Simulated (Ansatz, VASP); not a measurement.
Two plane-wave programs on NaF

The input POSCAR:

```
NaF
1.0
   -0.0099543950      2.2872136930      2.2872136930
    2.2872136930     -0.0099543950      2.2872136930
    2.2872136930      2.2872136930     -0.0099543950
Na F
1 1
Direct
    0.0000000000      0.0000000000      0.0000000000
    0.5000000000      0.5000000000      0.5000000000
```

The input INCAR.step1:

```
SYSTEM = NaF
PREC = Accurate
ENCUT = 520
ISMEAR = 0
SIGMA = 0.01
LREAL = .FALSE.
LASPH = .TRUE.
NELM = 80
NBANDS = 14
GGA = PE
ALGO = Normal
EDIFF = 1E-4
LWAVE = .TRUE.
LCHARG = .FALSE.
```

The input INCAR.step2:

```
SYSTEM = NaF
PREC = Accurate
ENCUT = 520
EDIFF = 1E-7
ISMEAR = 0
SIGMA = 0.01
LREAL = .FALSE.
LASPH = .TRUE.
NELM = 80
ALGO = Normal
ISIF = 2
LWAVE = .FALSE.
LCHARG = .TRUE.
METAGGA = R2SCAN
LMIXTAU = .TRUE.
LELF = .TRUE.
LVHAR = .TRUE.
NBANDS = 14
ISTART = 1
```

File KPOINTS:

```
regular mesh
0
G
  10 10 10
  0 0 0
```

Input for Ansatz:

```yaml
crystal:
  lattice:
    - [-0.009954395, 2.287213693, 2.287213693]
    - [2.287213693, -0.009954395, 2.287213693]
    - [2.287213693, 2.287213693, -0.009954395]
  atoms:
    - { symbol: Na, position: [0.0, 0.0, 0.0] }
    - { symbol: F, position: [0.5, 0.5, 0.5] }
kpoints:
  mp_grid: { grid: [10, 10, 10] }
  band_path:
    path:
      - [0.0, 0.0, 0.0]
      - [0.5, 0.0, 0.5]
      - [0.625, 0.25, 0.625]
      - [0.375, 0.375, 0.75]
      - [0.5, 0.5, 0.5]
      - [0.5, 0.25, 0.75]
    npoints: 1
hamiltonian:
  xc: r2scan
scf:
  occupations: { method: fixed }
  n_extra_bands: 4
output:
  forces: true
  stress: true
  eigenvalues: true
```

Change from the starting cell: shear_111 strain -0.7%.

Alike in both runs: task single point; functional r2SCAN; k mesh 10 × 10 × 10; no spin polarisation.

|  | VASP | Ansatz |
| --- | --- | --- |
| version | VASP 6.6.1 | Ansatz 0.2.0 |
| potentials or method | VASP PAW PBE potentials, release 64 (Na_pv, F) | plane waves, PAW |
| plane-wave cutoff (eV) | 520 | 500 |
| occupations | gaussian, width 0.01 eV | fixed |
| valence electrons in the cell | 14 | 16 |

|  | VASP | Ansatz | Ansatz less VASP |
| --- | --- | --- | --- |
| gap on the k mesh at the Fermi level (eV) | 7.35 | 7.31 | -0.040 |
| pressure (GPa) | -0.5 | 0.4 | +0.89 |
| traceless stress, the component that is largest in VASP (GPa) | 0.15 | 0.12 | -0.029 |

VASP's potentials were made for PBE, not for r2SCAN. VASP's potentials hold 14 valence electrons a cell and Ansatz's 16, so a difference there can come from the potentials and not from the codes.
